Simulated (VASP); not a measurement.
Input of a VASP 6.6.1 run:

File POSCAR:

```
BN
1.0
    2.6202684995      0.0000000000      0.0000000000
   -1.3101342498      2.2692190853      0.0000000000
    0.0000000000      0.0000000000      4.3340498018
B N
2 2
Direct
    0.3333333333      0.6666666667     -0.0001895886
    0.6666666667      0.3333333333      0.4998104114
    0.3333333333      0.6666666667      0.3751895886
    0.6666666667      0.3333333333      0.8751895886
```

The input INCAR.step1:

```
SYSTEM = BN
  ALGO = Normal
  EDIFF = 1E-4
  ENCUT = 520
  GGA = PE
  ISMEAR = 0
  LASPH = .True.
  LCHARG = .False.
  LREAL = .False.
  LWAVE = .True.
  NBANDS = 16
  NELM = 100
  PREC = Accurate
  SIGMA = 0.01
```

The input INCAR.step2:

```
SYSTEM = BN
  ALGO = Normal
  EDIFF = 1E-7
  ENCUT = 520
  ISIF = 2
  ISMEAR = 0
  ISTART = 1
  LASPH = .True.
  LCHARG = .False.
  LMIXTAU = .True.
  LREAL = .False.
  LWAVE = .False.
  METAGGA = R2SCAN
  NBANDS = 16
  NELM = 100
  PREC = Accurate
  SIGMA = 0.01
```

KPOINTS

```
k-points
0
Gamma
  12 12 6
  0 0 0
```

Potentials or basis: VASP PAW PBE potentials, release 64 (B, N).

Launch:

```sh
$ cat potpaw_PBE.64/B/POTCAR potpaw_PBE.64/N/POTCAR > POTCAR
$ cp INCAR.step1 INCAR
$ mpirun -np 1 vasp_std > vasp.out
$ cp INCAR.step2 INCAR
$ mpirun -np 1 vasp_std > vasp.out
```

(1) Estimate the band gap on the k mesh.

(2) What does it give for the pressure?

## Answers

(1) 5.87 eV (least direct gap 8.52 eV).

(2) -28.7 GPa.

Caveat: the cell differs from its parent crystal (strain +3.0%); the cell stands under tension; the PAW data sets were made with another functional, which shifts forces and pressure a little.
